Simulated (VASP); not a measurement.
A run of VASP 6.6.1 is set up as follows.

The input INCAR:

```
SYSTEM = Mo
ALGO = Normal
EDIFF = 1E-6
ENCUT = 520
GGA = PS
ISIF = 2
ISMEAR = 0
LASPH = .True.
LCHARG = .False.
LREAL = .False.
LWAVE = .False.
NBANDS = 13
NELM = 60
PREC = Accurate
SIGMA = 0.1
```

The input KPOINTS:

```
k-points
0
Gamma
  18 18 18
  0 0 0
```

Contents of POSCAR:

```
Mo
1.0
   -1.5325722838      1.5325722838      1.5325722838
    1.5325722838     -1.5325722838      1.5325722838
    1.5325722838      1.5325722838     -1.5325722838
Mo
1
Direct
    0.0000000000      0.0000000000      0.0000000000
```

Potentials or basis: VASP PAW PBE potentials, release 64 (Mo_sv).

Launch:

```console
$ cat potpaw_PBE.64/Mo_sv/POTCAR > POTCAR
$ mpirun -np 1 vasp_std > vasp.out
```

(1) Estimate the pressure.

(2) Estimate the band gap on the k mesh.

Results:

(1) 20.7 GPa.

(2) zero (band 7 reaches 18.33 eV, above the bottom of band 8 at 12.29 eV).

Caveat: the PAW data sets were made with another functional, which shifts forces and pressure a little.
